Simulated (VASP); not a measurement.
Runs of VASP 6.6.1 on Mo. The structure is that of space group Im-3m (No. 229), or close to it. The cells are those of the table. 

| cell | gap on the mesh (eV) | pressure (GPa) |
| --- | --- | --- |
| a = 2.670 Å, angles 109.5°, 1 atom | none | 9.7 |
| a = 2.688 Å, angles 109.5°, 1 atom | none | (a) |
| a = 2.707 Å, angles 109.5°, 1 atom | none | -3.2 |
| a = 2.725 Å, angles 109.5°, 1 atom | none | -8.6 |
| a = 2.761 Å, angles 109.5°, 1 atom | none | (b) |
| a = 2.779 Å, angles 109.5°, 1 atom | none | -21.5 |
| a = 2.743 Å, angles 109.5°, 1 atom | none | -13.4 |

Alike in all rows: task single point; level LDA; potentials or basis VASP PAW LDA potentials, release 64 (Mo_sv); no spin polarisation; k mesh 13 × 13 × 13; cutoff (eV) 520; smearing methfessel-paxton 0.1 eV.

Problem. Estimate the missing entries.

Solution. (a) 2.9; (b) -17.6.

A k mesh can miss the band edges, and the runs leave out spin-orbit coupling on Mo.

A gap of «none» marks levels without a gap at the run's occupations.
